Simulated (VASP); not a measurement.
# TiO2: single point with PBE+D4

TiO2:

```
CELL_PARAMETERS angstrom
4.50594 0.00000 0.00000
0.00000 4.50594 0.00000
0.00000 0.00000 2.89880
ATOMIC_POSITIONS crystal
Ti 0.00000 0.00000 0.50000
Ti 0.50000 0.50000 0.00000
O 0.30432 0.30432 0.50000
O 0.19568 0.80432 0.00000
O 0.80432 0.19568 0.00000
O 0.69568 0.69568 0.50000
```

```json
{
 "Program": "VASP 6.6.1",
 "Task": "single point",
 "Functional": "PBE",
 "Dispersion": "D4",
 "Potentials or basis": "VASP PAW PBE potentials, release 64 (Ti_sv, O)",
 "Cutoff": "520 eV",
 "k mesh": "6 × 6 × 9",
 "Occupations": "fermi-dirac, width 0.05 eV",
 "Spin": "no spin polarisation"
}
```

```json
{"Pressure": "17.6 GPa", "Largest force": "0.312 eV/Å", "Band gap on the k mesh": "1.99 eV", "Dispersion energy per atom": "-0.224 eV"}
```

Forces on the atoms (eV/Å):
```
Ti   0.000  0.000  0.000
Ti   0.000  0.000  0.000
O   -0.221 -0.221  0.000
O    0.221 -0.221  0.000
O   -0.221  0.221  0.000
O    0.221  0.221  0.000
```

Stress tensor (GPa, compression positive):
```
16.33  0.00  0.00
 0.00 16.33  0.00
 0.00  0.00 20.10
```

Levels at points of the mesh, in eV from the valence-band top:
| k point | band 20 | band 21 | band 22 | band 23 | band 24 | band 25 | band 26 | band 27 | band 28 | band 29 |
| --- | --- | --- | --- | --- | --- | --- | --- | --- | --- | --- |
| (0.00, 0.00, 0.00) | -2.03 | -0.69 | -0.46 | -0.46 | 0.00 | 1.99 | 2.32 | 2.58 | 2.69 | 2.69 |
| (0.50, 0.00, 0.00) | -3.17 | -1.70 | -1.70 | -0.80 | -0.80 | 2.74 | 2.74 | 3.28 | 3.28 | 3.84 |
| (0.50, 0.50, 0.00) | -2.37 | -1.32 | -1.32 | -1.08 | -1.08 | 2.04 | 2.04 | 2.71 | 2.71 | 4.14 |

Wall time 41 s on 1 thread of Intel(R) Xeon(R) 6975P-C (Granite Rapids), on a shared host, peak memory 0.21 GiB.

Caveat: the cell stands under pressure; an odd mesh through Γ misses points on the zone boundary, where band edges can lie.
